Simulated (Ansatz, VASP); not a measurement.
**Rb in VASP and in Ansatz**

```xyz
1
Lattice="-2.7639 2.7639 2.8902 2.7639 -2.7639 2.8902 2.7639 2.7639 -2.8902" Properties=species:S:1:pos:R:3 pbc="T T T"
Rb    0.0000    0.0000    0.0000
```

Change from the starting cell: strain -0.015 along x and y, +0.030 along z, atoms carried along.

Alike in both runs: task single point; functional PBE; k mesh 12 × 12 × 12; occupations gaussian, width 0.15 eV; no spin polarisation.

|  | VASP | Ansatz |
| --- | --- | --- |
| version | VASP 6.6.1 | Ansatz 0.2.0 |
| potentials or method | VASP PAW PBE potentials, release 64 (Rb_sv), cutoff 520 eV | scalar-relativistic, plane waves, PAW |
| valence electrons in the cell | 9 | 9 |

```csv
,VASP,Ansatz,Ansatz less VASP
gap on the k mesh at the Fermi level (eV),none,none,-
pressure (GPa),0.1,0.1,0.00
```

A gap of «none» marks a metal or a gap that the smearing closes.
